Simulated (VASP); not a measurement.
# InTe3Mo (Pm-3m) in VASP: single point with PBE

Aim: the single point of InTe3Mo with PBE.

Program: VASP 6.6.1. These are calculated values, not measurements. Logs are shortened: lines on timing, memory, paths and dates and some standing lists are left out, and cuts for length are marked.

### 1 The cell of the first run

It takes space group Pm-3m (No. 221, cubic). Conventional cell: a = 4.921 Å, b = 4.921 Å, c = 4.921 Å, α = 90.00°, β = 90.00°, γ = 90.00°. Within 3.2 Å of In (site symmetry m-3m) lie 6 Te at 2.46 Å. Te (site symmetry 4/mmm) has 2 In at 2.46 Å within 3.2 Å. Mo (site symmetry m-3m) has 12 Te at 3.48 Å and 8 In at 4.26 Å within 4.6 Å.

### 2 Single point, PBE

INCAR reads:

```
SYSTEM = InTe3Mo
ALGO = Normal ; EDIFF = 1E-6
ENCUT = 520 ; GGA = PE
ISIF = 2 ; ISMEAR = 0
LASPH = .True. ; LCHARG = .False.
LREAL = .False. ; LWAVE = .False.
NBANDS = 30 ; NELM = 100
PREC = Accurate ; SIGMA = 0.1
```

KPOINTS reads:

```
k-points
0
Gamma
  4 4 4
  0 0 0
```

POSCAR reads:

```
InTe3Mo
1.0
    4.9209163400      0.0000000000      0.0000000000
    0.0000000000      4.9209163400      0.0000000000
    0.0000000000      0.0000000000      4.9209163400
In Te Mo
1 3 1
Direct
    0.5000000000      0.5000000000      0.5000000000
    0.0000000000      0.5000000000      0.5000000000
    0.5000000000      0.0000000000      0.5000000000
    0.5000000000      0.5000000000      0.0000000000
    0.0000000000      0.0000000000      0.0000000000
```

Potentials or basis: VASP PAW PBE potentials, release 64 (In_d, Te, Mo_sv).

Run with:

```
cat potpaw_PBE.64/In_d/POTCAR potpaw_PBE.64/Te/POTCAR potpaw_PBE.64/Mo_sv/POTCAR > POTCAR
mpirun -np 1 vasp_std > vasp.out
```

OUTCAR:

```text
SYSTEM = InTe3Mo
   EDIFF = 1E-6
   ENCUT = 520
   GGA = PE
   ISIF = 2
   ISMEAR = 0
   LASPH = .True.
   LREAL = .False.
   NELM = 100
   PREC = Accurate

 ion  position               nearest neighbor table
   1  0.500  0.500  0.500-   2 2.46   3 2.46   4 2.46   4 2.46   3 2.46   2 2.46
   2  0.000  0.500  0.500-   1 2.46   1 2.46   4 3.48   5 3.48   4 3.48   5 3.48   3 3.48   5 3.48
                             5 3.48   3 3.48   3 3.48   4 3.48   4 3.48   3 3.48
   3  0.500  0.000  0.500-   1 2.46   1 2.46   4 3.48   5 3.48   4 3.48   5 3.48   2 3.48   2 3.48
                             4 3.48   4 3.48   2 3.48   5 3.48   5 3.48   2 3.48
   4  0.500  0.500  0.000-   1 2.46   1 2.46   3 3.48   5 3.48   2 3.48   2 3.48   3 3.48   3 3.48
                             5 3.48   3 3.48   2 3.48   5 3.48   2 3.48   5 3.48
   5  0.000  0.000  0.000-   2 3.48   3 3.48   4 3.48   2 3.48   3 3.48   2 3.48   4 3.48   2 3.48
                             3 3.48   4 3.48   3 3.48   4 3.48

  LATTYP: Found a simple cubic cell.
 ALAT       =     4.9209163400

  Lattice vectors:

 A1 = (   4.9209163400,   0.0000000000,   0.0000000000)
 A2 = (   0.0000000000,   4.9209163400,   0.0000000000)
 A3 = (   0.0000000000,   0.0000000000,   4.9209163400)

Analysis of symmetry for initial positions (statically):
=====================================================================
 Subroutine PRICEL returns:
 Original cell was already a primitive cell.

 Routine SETGRP: Setting up the symmetry group for a
 simple cubic supercell.

 Subroutine GETGRP returns: Found 48 space group operations
 (whereof 48 operations were pure point group operations)
 out of a pool of 48 trial point group operations.

The static configuration has the point symmetry O_h .

Analysis of symmetry for dynamics (positions and initial velocities):
=====================================================================
 Subroutine PRICEL returns:
 Original cell was already a primitive cell.

 Routine SETGRP: Setting up the symmetry group for a
 simple cubic supercell.

 Subroutine GETGRP returns: Found 48 space group operations
 (whereof 48 operations were pure point group operations)
 out of a pool of 48 trial point group operations.

The dynamic configuration has the point symmetry O_h .

 Subroutine INISYM returns: Found 48 space group operations
 (whereof 48 operations are pure point group operations),
 and found     1 'primitive' translations

----------------------------------------------------------------------------------------

                                     Primitive cell

  volume of cell :     119.1620

  direct lattice vectors                    reciprocal lattice vectors
     4.920916340  0.000000000  0.000000000     0.203214184  0.000000000  0.000000000
     0.000000000  4.920916340  0.000000000     0.000000000  0.203214184  0.000000000
     0.000000000  0.000000000  4.920916340     0.000000000  0.000000000  0.203214184

  length of vectors
     4.920916340  4.920916340  4.920916340     0.203214184  0.203214184  0.203214184

  position of ions in fractional coordinates (direct lattice)
     0.500000000  0.500000000  0.500000000
     0.000000000  0.500000000  0.500000000
     0.500000000  0.000000000  0.500000000
     0.500000000  0.500000000  0.000000000
     0.000000000  0.000000000  0.000000000

  ion indices of the primitive-cell ions
   primitive index   ion index
                 1           1
                 2           2
                 3           3
                 4           4
                 5           5

----------------------------------------------------------------------------------------

 KPOINTS: k-points

Automatic generation of k-mesh.
 Grid dimensions read from file:
 generate k-points for:    4    4    4

 Generating k-lattice:

  Cartesian coordinates                     Fractional coordinates (reciprocal lattice)
     0.050803546  0.000000000  0.000000000     0.250000000  0.000000000  0.000000000
     0.000000000  0.050803546  0.000000000     0.000000000  0.250000000  0.000000000
     0.000000000  0.000000000  0.050803546     0.000000000  0.000000000  0.250000000

  Length of vectors
     0.050803546  0.050803546  0.050803546

  Shift w.r.t. Gamma in fractional coordinates (k-lattice)
     0.000000000  0.000000000  0.000000000

 Subroutine IBZKPT returns following result:
 ===========================================

 Found     10 irreducible k-points:

 Following reciprocal coordinates:
            Coordinates               Weight
  0.000000  0.000000  0.000000      1.000000
  0.250000  0.000000  0.000000      6.000000
  0.500000  0.000000  0.000000      3.000000
  0.250000  0.250000  0.000000     12.000000
  0.500000  0.250000  0.000000     12.000000
  0.500000  0.500000  0.000000      3.000000
  0.250000  0.250000  0.250000      8.000000
  0.500000  0.250000  0.250000     12.000000
  0.500000  0.500000  0.250000      6.000000
  0.500000  0.500000  0.500000      1.000000
   k-points           NKPTS =     10   k-points in BZ     NKDIM =     10   number of bands    NBANDS=     30
   number of dos      NEDOS =    301   number of ions     NIONS =      5
   total plane-waves  NPLWV =  64000
   dimension x,y,z NGX =    40 NGY =   40 NGZ =   40
   dimension x,y,z NGXF=    80 NGYF=   80 NGZF=   80
   ions per type =               1   3   1
   NGX,Y,Z   is equivalent  to a cutoff of  13.51, 13.51, 13.51 a.u.
   NGXF,Y,Z  is equivalent  to a cutoff of  27.03, 27.03, 27.03 a.u.
 SYSTEM =  InTe3Mo
   PREC   = accura    normal or accurate (medium, high low for compatibility)
   ISTART =      0    job   : 0-new  1-cont  2-samecut
   ICHARG =      2    charge: 1-file 2-atom 10-const
   ISPIN  =      1    spin polarized calculation?
   LNONCOLLINEAR =      F non collinear calculations
   LSORBIT =      F    spin-orbit coupling
   LASPH  =      T    aspherical Exc in radial PAW
   ENCUT  =  520.0 eV  38.22 Ry    6.18 a.u.   9.15  9.15  9.15*2*pi/ulx,y,z
   NELM   =    100;   NELMIN=  2; NELMDL= -5     # of ELM steps
   EDIFF  = 0.1E-05   stopping-criterion for ELM
   LREAL  =      F    real-space projection
   EDIFFG = 0.1E-04   stopping-criterion for IOM
   NSW    =      0    number of steps for IOM
   IBRION =     -1    ionic relax: 0-MD 1-quasi-New 2-CG
   NFREE  =      0    steps in history (QN), initial steepest desc. (CG)
   ISIF   =      2    stress and relaxation
   ISYM   =      2    0-nonsym 1-usesym 2-fastsym
   POTIM  = 0.5000    time-step for ionic-motion
   TEBEG  =    0.0;   TEEND  =   0.0 temperature during run
   PSTRESS=    0.0 pullay stress
   NELECT =      45.0000    total number of electrons
   NUPDOWN=      -1.0000    fix difference up-down
   EMIN   =  10.00;   EMAX   =-10.00  energy-range for DOS
   EFERMI =   0.00;   METHOD = LEGACY
   ISMEAR =     0;   SIGMA  =   0.10  broadening in eV -4-tet -1-fermi 0-gaus
   EFERMI_NEDOS =   21; number of points for ismear=-14 and -15
   IALGO  =     38    algorithm
   IMIX   =      4    mixing-type and parameters
     AMIX     =   0.40;   BMIX     =  1.00
     AMIX_MAG =   1.60;   BMIX_MAG =  1.00
  volume/ion in A,a.u.               =      23.83       160.83
  Fermi-wavevector in a.u.,A,eV,Ry     =   1.183313  2.236138 19.051286  1.400230
  Thomas-Fermi vector in A             =   2.319550
   LORBIT       =      0    0 simple, 1 ext, 2 COOP (PROOUT), +10 PAW based schemes
   GGA     = PE    functional components
   LHFCALC =     F    Hartree Fock is set to
   AEXX    =    0.0000 exact exchange contribution
   IVDW    =     0    specifies the selected vdW correction
   LEPSILON=     F    determine dielectric tensor
   LRPA    =     F    only Hartree local field effects (RPA)
 non-spin polarized calculation
 Gauss-broadening in eV      SIGMA  =   0.10
  energy-cutoff  :      520.00
  volume of cell :      119.16
 maximum number of plane-waves:      3221
 NGX is ok and might be reduce to    40
   NGX = 19   NGY = 19   NGZ = 19

 number of electron      44.9999991 magnetization

 Free energy of the ion-electron system (eV)
  ---------------------------------------------------
  ext. energy  EPLUGINS =         0.00000000
  ---------------------------------------------------
  free energy    TOTEN  =       -12.23277137 eV

  energy without entropy =      -12.20022042  energy(sigma->0) =      -12.21649590

 E-fermi :   9.2871     XC(G=0): -10.7266

 val. band max:        9.2621588928   @ k =   0.5000   0.5000   0.5000
 cond. band min:       9.3076744680   @ k =   0.2500   0.2500   0.0000
 fundamental gap:      0.0455155751
 Fermi energy:         9.2871472432

 k-point     1 :       0.0000    0.0000    0.0000
  band No.  band energies     occupation
      1     -51.8222      2.00000
      2     -25.8676      2.00000
      3     -25.8676      2.00000
      4     -25.8676      2.00000
      5      -7.3672      2.00000
      6      -7.3672      2.00000
[... 22 lines left out ...]
     29      14.4081      0.00000
     30      14.4081      0.00000

 k-point     2 :       0.2500    0.0000    0.0000
  band No.  band energies     occupation
      1     -51.8222      2.00000
      2     -25.8681      2.00000
      3     -25.8675      2.00000
      4     -25.8675      2.00000
      5      -7.3657      2.00000
      6      -7.3139      2.00000
[... 22 lines left out ...]
     29      14.2250      0.00000
     30      14.7153      0.00000

 k-point     3 :       0.5000    0.0000    0.0000
  band No.  band energies     occupation
      1     -51.8222      2.00000
      2     -25.8686      2.00000
      3     -25.8675      2.00000
      4     -25.8675      2.00000
      5      -7.3643      2.00000
      6      -7.2655      2.00000
[... 220 lines left out ...]
     29      13.2407      0.00000
     30      14.7170      0.00000

 k-point    10 :       0.5000    0.5000    0.5000
  band No.  band energies     occupation
      1     -51.8222      2.00000
      2     -25.8684      2.00000
      3     -25.8684      2.00000
      4     -25.8684      2.00000
      5      -7.1560      2.00000
      6      -7.1560      2.00000
[... 22 lines left out ...]
     29      13.0470      0.00000
     30      13.0470      0.00000

------------------------ aborting loop because EDIFF is reached ----------------------------------------

  FORCE on cell =-STRESS in cart. coord.  units (eV):
  Direction    XX          YY          ZZ          XY          YZ          ZX
  --------------------------------------------------------------------------------------
  -------------------------------------------------------------------------------------
  Total       22.2566924     22.2566924     22.2566924     -0.0000000      0.0000000     -0.0000000
  in kB      299.2493812    299.2493812    299.2493812     -0.0000000      0.0000000     -0.0000000
  external PRESSURE =     299.2493812 kB  Pullay stress =       0.0000000 kB

 VOLUME and BASIS-vectors are now :
 -----------------------------------------------------------------------------
  energy-cutoff  :      520.00
  volume of cell :      119.16
      direct lattice vectors                 reciprocal lattice vectors
     4.920916340  0.000000000  0.000000000     0.203214184  0.000000000  0.000000000
     0.000000000  4.920916340  0.000000000     0.000000000  0.203214184  0.000000000
     0.000000000  0.000000000  4.920916340     0.000000000  0.000000000  0.203214184

 POSITION                                       TOTAL-FORCE (eV/Angst)
 -----------------------------------------------------------------------------------
      2.46046      2.46046      2.46046         0.000000      0.000000      0.000000
      0.00000      2.46046      2.46046         0.000000      0.000000      0.000000
      2.46046      0.00000      2.46046         0.000000      0.000000      0.000000
      2.46046      2.46046      0.00000         0.000000      0.000000      0.000000
      0.00000      0.00000      0.00000         0.000000      0.000000      0.000000
 -----------------------------------------------------------------------------------
    total drift:                               -0.000000      0.000000     -0.000000

  FREE ENERGIE OF THE ION-ELECTRON SYSTEM (eV)
  ---------------------------------------------------
  free  energy   TOTEN  =       -12.2327713729 eV

  energy  without entropy=      -12.2002204186  energy(sigma->0) =      -12.21649590
```

It took 80 s on 1 thread of Intel Xeon 8259CL, shared host; peak memory 0.26 GiB.

Results:

```yaml
Free_energy: -12.2328 eV
Pressure: 29.9 GPa
```

Caveat: spin-orbit coupling is left out, which moves the levels of the heavy elements.
